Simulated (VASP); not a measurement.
# Lu (I4/mmm) in VASP: single point with PBE

Aim: the single point of Lu with PBE.

All numbers are computed with VASP 6.6.1; they aren't measurements. Logs are shortened: lines on timing, memory, paths and dates and some standing lists are left out, and cuts for length are marked.

## (1) The cell of the first run

Symmetry: I4/mmm, No. 139, tetragonal system. Conventional cell: a = 3.580 Å, b = 3.580 Å, c = 6.010 Å, α = 90.00°, β = 90.00°, γ = 90.00°. Within 4.7 Å of Lu (site symmetry 4/mmm) lie 12 Lu at 3.58 to 3.93 Å.

## (2) Single point, PBE

POSCAR reads:

```
Lu
1.0
    0.0000000000      3.5797480000      0.0000000000
    3.5797480000      0.0000000000      0.0000000000
    1.7898740000      1.7898740000     -3.0048180000
Lu
1
Direct
    0.0000000000      0.0000000000      0.0000000000
```

INCAR.step1 reads:

```
PREC = Accurate
ENCUT = 520
EDIFF = 1E-6
ISMEAR = -1
SIGMA = 0.1
LREAL = F
LASPH = T
NELM = 60
ALGO = Normal
ISIF = 2
LWAVE = F
LCHARG = T
GGA = PE
NBANDS = 18
```

KPOINTS.step1 reads:

```
Automatic mesh
0
Gamma
  11 11 11
```

INCAR.step2 reads:

```
PREC = Accurate
ENCUT = 520
EDIFF = 1E-6
ISMEAR = -5
SIGMA = 0.1
LREAL = F
LASPH = T
NELM = 60
ALGO = Normal
ISIF = 2
LWAVE = F
LCHARG = F
GGA = PE
LORBIT = 11
NBANDS = 18
NEDOS = 1001
ICHARG = 11
```

KPOINTS.step2 reads:

```
Automatic mesh
0
Gamma
  17 17 17
```

Potentials or basis: VASP PAW PBE potentials, release 64 (Lu).

Run with:

```bash
$ cat potpaw_PBE.64/Lu/POTCAR > POTCAR
$ cp INCAR.step1 INCAR
$ cp KPOINTS.step1 KPOINTS
$ mpirun -np 1 vasp_std > vasp.out
$ cp INCAR.step2 INCAR
$ cp KPOINTS.step2 KPOINTS
$ mpirun -np 1 vasp_std > vasp.out
```

OUTCAR:

```text
PREC = Accurate
   ENCUT = 520
   EDIFF = 1E-6
   ISMEAR = -5
   LREAL = F
   LASPH = T
   NELM = 60
   ISIF = 2
   GGA = PE
   LORBIT = 11
   ICHARG = 11

 ion  position               nearest neighbor table
   1  0.000  0.000  0.000-

  LATTYP: Found a body centered tetragonal cell.
 ALAT       =     3.5797480000
 C/A-ratio  =     1.6787874454

  Lattice vectors:

 A1 = (  -1.7898740000,   1.7898740000,   3.0048180000)
 A2 = (   1.7898740000,  -1.7898740000,   3.0048180000)
 A3 = (   1.7898740000,   1.7898740000,  -3.0048180000)

Analysis of symmetry for initial positions (statically):
=====================================================================
 Subroutine PRICEL returns:
 Original cell was already a primitive cell.

 Routine SETGRP: Setting up the symmetry group for a
 body centered tetragonal supercell.

 Subroutine GETGRP returns: Found 16 space group operations
 (whereof 16 operations were pure point group operations)
 out of a pool of 16 trial point group operations.

The static configuration has the point symmetry D_4h.

Analysis of symmetry for dynamics (positions and initial velocities):
=====================================================================
 Subroutine PRICEL returns:
 Original cell was already a primitive cell.

 Routine SETGRP: Setting up the symmetry group for a
 body centered tetragonal supercell.

 Subroutine GETGRP returns: Found 16 space group operations
 (whereof 16 operations were pure point group operations)
 out of a pool of 16 trial point group operations.

The dynamic configuration has the point symmetry D_4h.

 Subroutine INISYM returns: Found 16 space group operations
 (whereof 16 operations are pure point group operations),
 and found     1 'primitive' translations

----------------------------------------------------------------------------------------

                                     Primitive cell

  volume of cell :      38.5055

  direct lattice vectors                    reciprocal lattice vectors
     0.000000000  3.579748000  0.000000000     0.000000000  0.279349273  0.166399429
     3.579748000  0.000000000  0.000000000     0.279349273  0.000000000  0.166399429
     1.789874000  1.789874000 -3.004818000     0.000000000  0.000000000 -0.332798858

  length of vectors
[... 73 lines left out ...]
   PREC   = accura    normal or accurate (medium, high low for compatibility)
   ISTART =      0    job   : 0-new  1-cont  2-samecut
   ICHARG =     11    charge: 1-file 2-atom 10-const
   ISPIN  =      1    spin polarized calculation?
   LNONCOLLINEAR =      F non collinear calculations
   LSORBIT =      F    spin-orbit coupling
   LASPH  =      T    aspherical Exc in radial PAW
   ENCUT  =  520.0 eV  38.22 Ry    6.18 a.u.   6.66  6.66  7.31*2*pi/ulx,y,z
   NELM   =     60;   NELMIN=  2; NELMDL=  0     # of ELM steps
   EDIFF  = 0.1E-05   stopping-criterion for ELM
   LREAL  =      F    real-space projection
   EDIFFG = 0.1E-04   stopping-criterion for IOM
   NSW    =      0    number of steps for IOM
   IBRION =     -1    ionic relax: 0-MD 1-quasi-New 2-CG
   NFREE  =      0    steps in history (QN), initial steepest desc. (CG)
   ISIF   =      2    stress and relaxation
   ISYM   =      2    0-nonsym 1-usesym 2-fastsym
   POTIM  = 0.5000    time-step for ionic-motion
   TEBEG  =    0.0;   TEEND  =   0.0 temperature during run
   PSTRESS=    0.0 pullay stress
   NELECT =      25.0000    total number of electrons
   NUPDOWN=      -1.0000    fix difference up-down
   EMIN   =  10.00;   EMAX   =-10.00  energy-range for DOS
   EFERMI =   0.00;   METHOD = LEGACY
   ISMEAR =    -5;   SIGMA  =   0.10  broadening in eV -4-tet -1-fermi 0-gaus
   EFERMI_NEDOS =   21; number of points for ismear=-14 and -15
   IALGO  =     38    algorithm
   IMIX   =      4    mixing-type and parameters
     AMIX     =   0.40;   BMIX     =  1.00
     AMIX_MAG =   1.60;   BMIX_MAG =  1.00
  volume/ion in A,a.u.               =      38.51       259.85
  Fermi-wavevector in a.u.,A,eV,Ry     =   1.417579  2.678835 27.341302  2.009529
  Thomas-Fermi vector in A             =   2.538794
   LORBIT       =     11    0 simple, 1 ext, 2 COOP (PROOUT), +10 PAW based schemes
   GGA     = PE    functional components
   LHFCALC =     F    Hartree Fock is set to
   AEXX    =    0.0000 exact exchange contribution
   IVDW    =     0    specifies the selected vdW correction
   LEPSILON=     F    determine dielectric tensor
   LRPA    =     F    only Hartree local field effects (RPA)
 non-spin polarized calculation
 Fermi weights with tetrahedron method with Bloechl corrections
  energy-cutoff  :      520.00
  volume of cell :       38.51
 maximum number of plane-waves:      1055

 number of electron      25.0000005 magnetization

 Free energy of the ion-electron system (eV)
  ---------------------------------------------------
  ext. energy  EPLUGINS =         0.00000000
  ---------------------------------------------------
  free energy    TOTEN  =        -4.13652008 eV

  energy without entropy =       -4.13652008  energy(sigma->0) =       -4.13652008

 E-fermi :   1.2569     XC(G=0):  -9.4264

 val. band max:        1.2595386820   @ k =  -0.2941  -0.2941   0.0588
 cond. band min:       1.2033920067   @ k =  -0.1765  -0.3529   0.2353
 fundamental gap:     -0.0561466753
 Fermi energy:         1.2568667264

 k-point     1 :       0.0000    0.0000    0.0000
  band No.  band energies     occupation
      1     -55.7619      2.00000
      2     -26.2778      2.00000
      3     -26.2778      2.00000
      4     -26.2675      2.00000
      5      -4.4108      2.00000
      6      -4.3944      2.00000
[... 481 lines left out ...]
      5      -4.4072      2.00000
      6      -4.3962      2.00000
[... 10 lines left out ...]
     17       5.2927      0.00000
     18      11.2518      0.00000

 [... further k-points ...]
[... 5 lines left out ...]
  --------------------------------------------------------------------------------------
  -------------------------------------------------------------------------------------
  Total       -1.4288995     -1.4288995     -2.8428067      0.0000000      0.0000000      0.0000000
  in kB      -59.4551087    -59.4551087   -118.2864035      0.0000000      0.0000000      0.0000000
  external PRESSURE =     -79.0655403 kB  Pullay stress =       0.0000000 kB

 VOLUME and BASIS-vectors are now :
 -----------------------------------------------------------------------------
  energy-cutoff  :      520.00
  volume of cell :       38.51
      direct lattice vectors                 reciprocal lattice vectors
     0.000000000  3.579748000  0.000000000     0.000000000  0.279349273  0.166399429
     3.579748000  0.000000000  0.000000000     0.279349273  0.000000000  0.166399429
     1.789874000  1.789874000 -3.004818000     0.000000000  0.000000000 -0.332798858

 POSITION                                       TOTAL-FORCE (eV/Angst)
 -----------------------------------------------------------------------------------
      0.00000      0.00000      0.00000         0.000000      0.000000      0.000000
 -----------------------------------------------------------------------------------
    total drift:                               -0.000000     -0.000000      0.000000

  FREE ENERGIE OF THE ION-ELECTRON SYSTEM (eV)
  ---------------------------------------------------
  free  energy   TOTEN  =        -4.1365200845 eV

  energy  without entropy=       -4.1365200845  energy(sigma->0) =       -4.13652008

 total charge

# of ion       s       p       d       f       tot
--------------------------------------------------
    1        2.331   6.030   0.567  13.959  22.887
```

OUTCAR.step1:

```text
PREC = Accurate
   ENCUT = 520
   EDIFF = 1E-6
   ISMEAR = -1
   LREAL = F
[... 720 lines left out ...]

 POSITION                                       TOTAL-FORCE (eV/Angst)
 -----------------------------------------------------------------------------------
      0.00000      0.00000      0.00000         0.000000      0.000000      0.000000
 -----------------------------------------------------------------------------------
    total drift:                               -0.000000     -0.000000      0.000000

  FREE ENERGIE OF THE ION-ELECTRON SYSTEM (eV)
  ---------------------------------------------------
  free  energy   TOTEN  =        -4.1749291534 eV

  energy  without entropy=       -4.1025385646  energy(sigma->0) =       -4.13873386
```

Wall time 2.2 min (1 thread of Intel Xeon Platinum 8488C (Sapphire Rapids), shared host); peak memory 0.39 GiB.

Results:

| Property | Result |
| --- | --- |
| Valence electrons inside the program's atomic spheres | Lu 22.89 |

Caveat: spin-orbit coupling is left out, which moves the levels of the heavy elements.
